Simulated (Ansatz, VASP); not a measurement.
## Two plane-wave programs on CaO

```
Ca O
1.0
     0.00000    2.40719    2.37250
     2.40719    0.00000    2.37250
     2.40719    2.40719    0.00000
Ca O
1 1
Direct
  0.00000 0.00000 0.00000
  0.50000 0.50000 0.50000
```

Change from the starting cell: strained cell.

Alike in both runs: task relaxation of the atoms; functional PBEsol; k mesh 8 × 8 × 8; occupations gaussian, width 0.02 eV; no spin polarisation.

```csv
,VASP,Ansatz
version,VASP 6.6.1,Ansatz 0.2.0
potentials or method,"VASP PAW PBE potentials, release 64 (Ca_sv, O), cutoff 520 eV","scalar-relativistic, plane waves, PAW"
valence electrons in the cell,16,16
```

Ansatz gave:

| Quantity | Value |
| --- | --- |
| gap on the k mesh at the Fermi level, each at its own relaxed structure (eV) | 3.49 |

Problem. What did VASP give for the same quantities?

Solution. gap on the k mesh at the Fermi level, each at its own relaxed structure (eV): 3.47.

VASP's potentials were made for PBE, not for PBEsol, and Ansatz warns of the same on its side. Ansatz's warnings: stress scf threshold loose.

Noted on VASP's run: the relaxation stopped at its first step, so nothing moved.
